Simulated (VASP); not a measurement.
Here is a VASP 6.6.1 calculation.

Contents of INCAR:

```
  PREC = Accurate
  ENCUT = 600
  EDIFF = 1E-6
  ISMEAR = 0
  SIGMA = 0.01
  LREAL = F
  LASPH = T
  NELM = 120
  ALGO = Normal
  ISIF = 2
  LWAVE = F
  LCHARG = T
  GGA = PE
  LELF = T
  LVHAR = T
  NBANDS = 11
  GGA_COMPAT = F
```

The input KPOINTS:

```
Automatic mesh
0
Gamma
  5 5 5
```

Contents of POSCAR:

```
AlN
1.0
    3.0886330000      0.0000000000      0.0000000000
    1.5443165000      2.6748346410      0.0000000000
    1.5443165000      0.8916115470      2.5218582842
Al N
1 1
Direct
   -0.0008921875      0.0128185752      0.0004247864
    0.7491945762      0.7628993205      0.7501591971
```

Potentials or basis: VASP PAW PBE potentials, release 64 (Al, N).

Command:

```console
$ cat potpaw_PBE.64/Al/POTCAR potpaw_PBE.64/N/POTCAR > POTCAR
$ mpirun -np 1 vasp_std > vasp.out
```

Question: Predict the largest force.

Answer: 0.010 eV/Å.

Question: Predict the band gap on the k mesh.

Answer: 3.89 eV (least direct gap 4.19 eV).

Question: Predict the pressure.

Answer: 4.5 GPa.

Forces in eV/Å, atoms in the order of the input:
```
Al   0.000  0.000 -0.010
N    0.000  0.000  0.010
```

Caveat: the k points lie up to 0.50 Å⁻¹ apart; an odd mesh through Γ misses points on the zone boundary, where band edges can lie.
